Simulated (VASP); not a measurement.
# GaN (F-43m) in VASP: notebook

The runs below take GaN through single point, relaxation of cell and atoms, with r2SCAN+rVV10, PBEsol, RPBE.

Program: VASP 6.6.1. These are calculated values, not measurements. Logs are shortened: lines on timing, memory, paths and dates and some standing lists are left out, and cuts for length are marked.

### Step 1. The cell of the first run

Symmetry: F-43m, No. 216, cubic system. Conventional cell: a = 4.488 Å, b = 4.488 Å, c = 4.488 Å, α = 90.00°, β = 90.00°, γ = 90.00°. Ga (site symmetry -43m) has 4 N at 1.94 Å within 2.6 Å. Within 2.6 Å of N (site symmetry -43m) lie 4 Ga at 1.94 Å.

### Step 2. Single point, r2SCAN+rVV10

File POSCAR:

```
GaN
1.0
    0.0000000000      2.2440597338      2.2440597338
    2.2440597338      0.0000000000      2.2440597338
    2.2440597338      2.2440597338      0.0000000000
Ga N
1 1
Direct
    0.0000000000      0.0000000000      0.0000000000
    0.7500000000      0.7500000000      0.7500000000
```

File INCAR.step1:

```
ALGO = Normal
EDIFF = 1E-4
ENCUT = 520
GGA = PE
ISMEAR = 0
LASPH = T
LCHARG = F
LREAL = F
LWAVE = T
NBANDS = 16
NELM = 80
PREC = Accurate
SIGMA = 0.01
```

File INCAR.step2:

```
ALGO = Normal
BPARAM = 11.95
CPARAM = 0.0093
EDIFF = 1E-6
ENCUT = 520
ISIF = 2
ISMEAR = 0
ISTART = 1
IVDW_NL = 2
LASPH = T
LCHARG = F
LMIXTAU = T
LREAL = F
LUSE_VDW = T
LWAVE = F
METAGGA = R2SCAN
NBANDS = 16
NELM = 80
PREC = Accurate
SIGMA = 0.01
```

File KPOINTS:

```
k-points
0
Gamma
  7 7 7
```

Potentials or basis: VASP PAW PBE potentials, release 64 (Ga_d, N).

Command:

```sh
> cat potpaw_PBE.64/Ga_d/POTCAR potpaw_PBE.64/N/POTCAR > POTCAR
> cp INCAR.step1 INCAR
> mpirun -np 1 vasp_std > vasp.out
> cp INCAR.step2 INCAR
> mpirun -np 1 vasp_std > vasp.out
```

OUTCAR:

```text
BPARAM = 11.95
   EDIFF = 1E-6
   ENCUT = 520
   ISIF = 2
   ISMEAR = 0
   ISTART = 1
   IVDW_NL = 2
   LASPH = T
   LREAL = F
   METAGGA = R2SCAN
   NELM = 80
   PREC = Accurate

 ion  position               nearest neighbor table
   1  0.000  0.000  0.000-   2 1.94   2 1.94   2 1.94   2 1.94
   2  0.750  0.750  0.750-   1 1.94   1 1.94   1 1.94   1 1.94

  LATTYP: Found a face centered cubic cell.
 ALAT       =     4.4881194676

  Lattice vectors:

 A1 = (   0.0000000000,   2.2440597338,   2.2440597338)
 A2 = (   2.2440597338,   0.0000000000,   2.2440597338)
 A3 = (   2.2440597338,   2.2440597338,   0.0000000000)

Analysis of symmetry for initial positions (statically):
=====================================================================
 Subroutine PRICEL returns:
 Original cell was already a primitive cell.

 Routine SETGRP: Setting up the symmetry group for a
 face centered cubic supercell.

 Subroutine GETGRP returns: Found 24 space group operations
 (whereof 24 operations were pure point group operations)
 out of a pool of 48 trial point group operations.

The static configuration has the point symmetry T_d .

Analysis of symmetry for dynamics (positions and initial velocities):
=====================================================================
 Subroutine PRICEL returns:
 Original cell was already a primitive cell.

 Routine SETGRP: Setting up the symmetry group for a
 face centered cubic supercell.

 Subroutine GETGRP returns: Found 24 space group operations
 (whereof 24 operations were pure point group operations)
 out of a pool of 48 trial point group operations.

The dynamic configuration has the point symmetry T_d .

 Subroutine INISYM returns: Found 24 space group operations
 (whereof 24 operations are pure point group operations),
 and found     1 'primitive' translations

----------------------------------------------------------------------------------------

                                     Primitive cell

  volume of cell :      22.6013

  direct lattice vectors                    reciprocal lattice vectors
     0.000000000  2.244059734  2.244059734    -0.222810468  0.222810468  0.222810468
     2.244059734  0.000000000  2.244059734     0.222810468 -0.222810468  0.222810468
     2.244059734  2.244059734  0.000000000     0.222810468  0.222810468 -0.222810468

  length of vectors
     3.173579710  3.173579710  3.173579710     0.385919051  0.385919051  0.385919051

  position of ions in fractional coordinates (direct lattice)
[... 74 lines left out ...]
   EDIFF  = 0.1E-05   stopping-criterion for ELM
   LREAL  =      F    real-space projection
   EDIFFG = 0.1E-04   stopping-criterion for IOM
   NSW    =      0    number of steps for IOM
   IBRION =     -1    ionic relax: 0-MD 1-quasi-New 2-CG
   NFREE  =      0    steps in history (QN), initial steepest desc. (CG)
   ISIF   =      2    stress and relaxation
   ISYM   =      2    0-nonsym 1-usesym 2-fastsym
   POTIM  = 0.5000    time-step for ionic-motion
   TEBEG  =    0.0;   TEEND  =   0.0 temperature during run
   PSTRESS=    0.0 pullay stress
   NELECT =      18.0000    total number of electrons
   NUPDOWN=      -1.0000    fix difference up-down
   EMIN   =  10.00;   EMAX   =-10.00  energy-range for DOS
   EFERMI =   0.00;   METHOD = LEGACY
   ISMEAR =     0;   SIGMA  =   0.01  broadening in eV -4-tet -1-fermi 0-gaus
   EFERMI_NEDOS =   21; number of points for ismear=-14 and -15
   IALGO  =     38    algorithm
   IMIX   =      4    mixing-type and parameters
     AMIX     =   0.40;   BMIX     =  1.00
     AMIX_MAG =   1.60;   BMIX_MAG =  1.00
  volume/ion in A,a.u.               =      11.30        76.26
  Fermi-wavevector in a.u.,A,eV,Ry     =   1.517474  2.867610 31.330507  2.302727
  Thomas-Fermi vector in A             =   2.626724
   LORBIT       =      0    0 simple, 1 ext, 2 COOP (PROOUT), +10 PAW based schemes
   METAGGA = R2SCAN    functional components
   LHFCALC =     F    Hartree Fock is set to
   AEXX    =    0.0000 exact exchange contribution
   IVDW_NL    =     2    kernel type
   BPARAM     =11.9500
   IVDW    =     0    specifies the selected vdW correction
   LEPSILON=     F    determine dielectric tensor
   LRPA    =     F    only Hartree local field effects (RPA)
 non-spin polarized calculation
 Gauss-broadening in eV      SIGMA  =   0.01
  energy-cutoff  :      520.00
  volume of cell :       22.60
 maximum number of plane-waves:       620
   NGX = 11   NGY = 11   NGZ = 11

 number of electron      18.0000012 magnetization

 Free energy of the ion-electron system (eV)
  ---------------------------------------------------
  ext. energy  EPLUGINS =         0.00000000
  ---------------------------------------------------
  free energy    TOTEN  =       -21.39987307 eV

  energy without entropy =      -21.39987307  energy(sigma->0) =      -21.39987307

 E-fermi :   5.2192     XC(G=0): -12.7599

 val. band max:        5.1399982028   @ k =   0.0000   0.0000   0.0000
 cond. band min:       7.3091550813   @ k =   0.0000   0.0000   0.0000
 fundamental gap:      2.1691568785
 Fermi energy:         5.2192258945

 k-point     1 :       0.0000    0.0000    0.0000
  band No.  band energies     occupation
      1     -11.7082      2.00000
      2      -8.6791      2.00000
      3      -8.6791      2.00000
      4      -8.6790      2.00000
      5      -8.3134      2.00000
      6      -8.3134      2.00000
[... 357 lines left out ...]
      3      -8.4592      2.00000
      4      -8.3358      2.00000
      5      -8.2943      2.00000
      6      -6.5928      2.00000
[... 8 lines left out ...]
     15      25.4451      0.00000
     16      29.9265      0.00000

------------------------ aborting loop because EDIFF is reached ----------------------------------------

  FORCE on cell =-STRESS in cart. coord.  units (eV):
  Direction    XX          YY          ZZ          XY          YZ          ZX
  --------------------------------------------------------------------------------------
  -------------------------------------------------------------------------------------
  Total        0.1751989      0.1751989      0.1751989     -0.0000000      0.0000000     -0.0000000
  in kB       12.4196336     12.4196336     12.4196336     -0.0000000      0.0000000     -0.0000000
  external PRESSURE =      12.4196336 kB  Pullay stress =       0.0000000 kB

 VOLUME and BASIS-vectors are now :
 -----------------------------------------------------------------------------
  energy-cutoff  :      520.00
  volume of cell :       22.60
      direct lattice vectors                 reciprocal lattice vectors
     0.000000000  2.244059734  2.244059734    -0.222810468  0.222810468  0.222810468
     2.244059734  0.000000000  2.244059734     0.222810468 -0.222810468  0.222810468
     2.244059734  2.244059734  0.000000000     0.222810468  0.222810468 -0.222810468

 POSITION                                       TOTAL-FORCE (eV/Angst)
 -----------------------------------------------------------------------------------
      0.00000      0.00000      0.00000        -0.000000     -0.000000     -0.000000
      3.36609      3.36609      3.36609         0.000000      0.000000      0.000000
 -----------------------------------------------------------------------------------
    total drift:                               -0.000007     -0.000007     -0.000008

  FREE ENERGIE OF THE ION-ELECTRON SYSTEM (eV)
  ---------------------------------------------------
  free  energy   TOTEN  =       -21.3998730675 eV

  energy  without entropy=      -21.3998730675  energy(sigma->0) =      -21.39987307
```

Run time: 50 s. Hardware: 1 thread of Intel Xeon Platinum 8259CL at 2.50GHz (Skylake/Cascade Lake), shared host; peak memory 0.21 GiB.

Results:

```
Free energy            : -21.3999 eV
Pressure               : 1.2 GPa
Band gap on the k mesh : 2.17 eV, direct
```

Caveat: the PAW data sets were made with another functional, which shifts forces and pressure a little. r2SCAN opens gaps a little over a GGA but as a rule still falls short of measured ones.

### Step 3. Relaxation of cell and atoms, PBEsol

This run uses another cell than the first one, of 11.44 Å³/atom, 1.013 times its volume.

File INCAR:

```
  ALGO = Normal
  EDIFF = 1E-6
  EDIFFG = -0.03
  ENCUT = 600
  GGA = PS
  IBRION = 2
  ISIF = 3
  ISMEAR = 0
  LASPH = True
  LCHARG = False
  LREAL = False
  LWAVE = False
  NELM = 80
  NSW = 80
  PREC = Accurate
  SIGMA = 0.01
```

KPOINTS is that of step 2.

File POSCAR:

```
GaN
1.0
    0.0000000000      2.2535000000      2.2535000000
    2.2535000000      0.0000000000      2.2535000000
    2.2535000000      2.2535000000      0.0000000000
Ga N
1 1
Direct
    0.0000000000      0.0000000000      0.0000000000
    0.7500000000      0.7500000000      0.7500000000
```

Potentials or basis: VASP PAW PBE potentials, release 64 (Ga_d, N).

Command:

```sh
> cat potpaw_PBE.64/Ga_d/POTCAR potpaw_PBE.64/N/POTCAR > POTCAR
> mpirun -np 1 vasp_std > vasp.out
```

OUTCAR:

```text
EDIFF = 1E-6
   EDIFFG = -0.03
   ENCUT = 600
   GGA = PS
   IBRION = 2
   ISIF = 3
   ISMEAR = 0
   LASPH = True
   LREAL = False
   NELM = 80
   NSW = 80
   PREC = Accurate

 ion  position               nearest neighbor table
   1  0.000  0.000  0.000-   2 1.95   2 1.95   2 1.95   2 1.95
   2  0.750  0.750  0.750-   1 1.95   1 1.95   1 1.95   1 1.95

  LATTYP: Found a face centered cubic cell.
 ALAT       =     4.5070000000

  Lattice vectors:

 A1 = (   0.0000000000,   2.2535000000,   2.2535000000)
 A2 = (   2.2535000000,   0.0000000000,   2.2535000000)
 A3 = (   2.2535000000,   2.2535000000,   0.0000000000)

Analysis of symmetry for initial positions (statically):
=====================================================================
 Subroutine PRICEL returns:
 Original cell was already a primitive cell.

 Routine SETGRP: Setting up the symmetry group for a
 face centered cubic supercell.

[... 173 lines left out ...]
  external PRESSURE =     -15.3057900 kB  Pullay stress =       0.0000000 kB
[... 59 lines left out ...]
--------------------------------------- Ionic step        3  -------------------------------------------

 number of electron      18.0000004 magnetization

 Free energy of the ion-electron system (eV)
  ---------------------------------------------------
  ext. energy  EPLUGINS =         0.00000000
  ---------------------------------------------------
  free energy    TOTEN  =       -13.12306236 eV

  energy without entropy =      -13.12306236  energy(sigma->0) =      -13.12306236

 E-fermi :   5.3340     XC(G=0): -11.9469

 val. band max:        5.2429988448   @ k =   0.0000   0.0000   0.0000
 cond. band min:       6.9787489546   @ k =   0.0000   0.0000   0.0000
 fundamental gap:      1.7357501098
 Fermi energy:         5.3339741464

 k-point     1 :       0.0000    0.0000    0.0000
  band No.  band energies     occupation
      1     -10.7627      2.00000
      2      -8.1701      2.00000
      3      -8.1701      2.00000
      4      -8.1701      2.00000
      5      -7.8364      2.00000
      6      -7.8364      2.00000
      7       5.2430      2.00000
      8       5.2430      2.00000
      9       5.2430      2.00000
     10       6.9787      0.00000
     11      15.4964      0.00000
     12      15.4964      0.00000
     13      15.4964      0.00000
[... 331 lines left out ...]
  FREE ENERGIE OF THE ION-ELECTRON SYSTEM (eV)
  ---------------------------------------------------
  free  energy   TOTEN  =       -13.1230623572 eV

  energy  without entropy=      -13.1230623572  energy(sigma->0) =      -13.12306236

 reached required accuracy - stopping structural energy minimisation
```

OSZICAR:

```text
N       E                     dE             d eps       ncg     rms          rms(c)
DAV:   1     0.911843511995E+02    0.91184E+02   -0.10742E+04   552   0.271E+03
DAV:   2    -0.735426491111E+01   -0.98539E+02   -0.92770E+02   585   0.376E+02
DAV:   3    -0.147999998826E+02   -0.74457E+01   -0.73889E+01   595   0.932E+01
[... 20 lines left out ...]
DAV:   1    -0.131314126092E+02   -0.91569E-02   -0.11224E-01   605   0.970E+00    0.555E-01
DAV:   2    -0.131248849558E+02    0.65277E-02   -0.10724E-02   630   0.357E+00    0.250E-01
DAV:   3    -0.131232645602E+02    0.16204E-02   -0.19101E-03   630   0.174E+00    0.599E-02
DAV:   4    -0.131230629384E+02    0.20162E-03   -0.26522E-04   684   0.248E-01    0.526E-03
DAV:   5    -0.131230623572E+02    0.58121E-06   -0.66858E-06   603   0.270E-02
   3 F= -.13123062E+02 E0= -.13123062E+02  d E =-.866775E-03
```

CONTCAR:

```text
GaN
   1.00000000000000
     0.0000000000000000    2.2472092258491672    2.2472092258491672
     2.2472092258491672    0.0000000000000000    2.2472092258491672
     2.2472092258491672    2.2472092258491672    0.0000000000000000
  Ga              N
     1     1
Direct
     0.0000000000000000    0.0000000000000000    0.0000000000000000
     0.7500000000000000    0.7500000000000000    0.7500000000000000

  0.00000000E+00  0.00000000E+00  0.00000000E+00
  0.00000000E+00  0.00000000E+00  0.00000000E+00
```

It took 29 s on 1 thread of Intel Xeon Platinum 8259CL at 2.50GHz (Skylake/Cascade Lake), shared host; peak memory 0.17 GiB.

Results:

- Free energy: -13.1231 eV
- Relaxed volume: 11.35 Å³/atom
- Relaxed cell: a = 3.178 Å, b = 3.178 Å, c = 3.178 Å, α = 60.00°, β = 60.00°, γ = 60.00°
- Space group after relaxing (to 0.05 Å): F-43m (No. 216)
- Energy gained by relaxing: 0.4 meV/atom
- Ionic steps: 3
- Pressure after relaxing: -0.1 GPa
- Band gap on the k mesh: 1.74 eV, direct

The path:
```csv
step,energy change (eV),largest force (eV/Å),pressure (GPa),volume (Å³)
1,0.0000,0.0000,-1.53,22.89
2,-0.0001,0.0000,1.79,22.53
3,-0.0009,0.0000,-0.15,22.70
```

Final structure:
```cif
data_structure
_symmetry_space_group_name_H-M 'P 1'
_symmetry_Int_Tables_number 1
_cell_length_a 3.1780
_cell_length_b 3.1780
_cell_length_c 3.1780
_cell_angle_alpha 60.000
_cell_angle_beta 60.000
_cell_angle_gamma 60.000
_cell_volume 22.70
loop_
_atom_site_label
_atom_site_type_symbol
_atom_site_fract_x
_atom_site_fract_y
_atom_site_fract_z
_atom_site_occupancy
Ga1 Ga 0.00000 0.00000 0.00000 1
N1 N 0.75000 0.75000 0.75000 1
```

Caveat: the PAW data sets were made with another functional, which shifts forces and pressure a little.

(Part 1 of 2 ends here.)
